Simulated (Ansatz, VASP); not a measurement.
## MoS2: VASP beside Ansatz

The input INCAR:

```
ALGO     = Normal         # electronic algorithm
EDIFF    = 1E-7           # SCF threshold, eV
ENCUT    = 520            # plane-wave cutoff, eV
GGA      = PS             # functional
ISIF     = 2              # what is computed and relaxed
ISMEAR   = 0              # smearing method
LASPH    = T              # aspherical terms in the spheres
LCHARG   = F              # write CHGCAR
LREAL    = F              # projectors in reciprocal space
LWAVE    = F              # write WAVECAR
NBANDS   = 49             # bands
NELM     = 60             # most SCF steps
PREC     = Accurate       # precision mode
SIGMA    = 0.02           # smearing width, eV
```

The input KPOINTS:

```
k-points
0
Gamma
  12 12 2
```

POSCAR

```
MoS2
1.0
    3.1430697428      0.0000000000      0.0000000000
   -1.5715348714      2.7219782431      0.0000000000
    0.0000000000      0.0000000000     18.8551778668
Mo S
3 6
Direct
    0.0000000000      0.0000000000      0.0002317094
    0.6666666667      0.3333333333      0.3335650427
    0.3333333333      0.6666666667      0.6668983760
    0.3333333333      0.6666666667      0.2509161712
    0.6666666667      0.3333333333      0.0828511194
    0.0000000000      0.0000000000      0.5842495045
    0.3333333333      0.6666666667      0.4161844528
    0.6666666667      0.3333333333      0.9175828379
    0.0000000000      0.0000000000      0.7495177861
```

Input for Ansatz:

```yaml
crystal:
  lattice:
    - [3.1430697414, 0.0, 0.0]
    - [-1.5715348707, 2.7219782419, 0.0]
    - [0.0, 0.0, 18.8551783036]
  atoms:
    - { symbol: Mo, position: [0.0, 0.0, 0.0002317093] }
    - { symbol: Mo, position: [0.6666666667, 0.3333333333, 0.3335650426] }
    - { symbol: Mo, position: [0.3333333333, 0.6666666667, 0.6668983759] }
    - { symbol: S, position: [0.3333333333, 0.6666666667, 0.2509161731] }
    - { symbol: S, position: [0.6666666667, 0.3333333333, 0.0828511176] }
    - { symbol: S, position: [0.0, 0.0, 0.5842495064] }
    - { symbol: S, position: [0.3333333333, 0.6666666667, 0.416184451] }
    - { symbol: S, position: [0.6666666667, 0.3333333333, 0.9175828397] }
    - { symbol: S, position: [0.0, 0.0, 0.7495177843] }
basis:
  ecutwfc: 420
kpoints:
  mp_grid: { grid: [12, 12, 2] }
hamiltonian:
  xc: pbesol
scf:
  occupations: { method: gaussian, width: 0.02 }
output:
  forces: true
  stress: true
  eigenvalues: true
```

Alike in both runs: task single point; functional PBEsol; k mesh 12 × 12 × 2; occupations gaussian, width 0.02 eV; no spin polarisation.

```csv
,VASP,Ansatz
version,VASP 6.6.1,Ansatz 0.2.0
potentials or method,"VASP PAW PBE potentials, release 64 (Mo_sv, S), cutoff 520 eV","scalar-relativistic, plane waves, PAW"
valence electrons in the cell,78,78
```

VASP gave:

| Property | Result |
| --- | --- |
| gap on the k mesh at the Fermi level (eV) | 1.02 |
| least direct gap on the mesh (eV) | 1.80 |
| pressure (GPa) | 0.0 |

Question: Which values does Ansatz return?

Answer: gap on the k mesh at the Fermi level (eV): 1.01; least direct gap on the mesh (eV): 1.80; pressure (GPa): 0.0.

VASP's potentials were made for PBE, not for PBEsol. With one functional, cell and mesh, what is left measures potentials, basis and numerics.
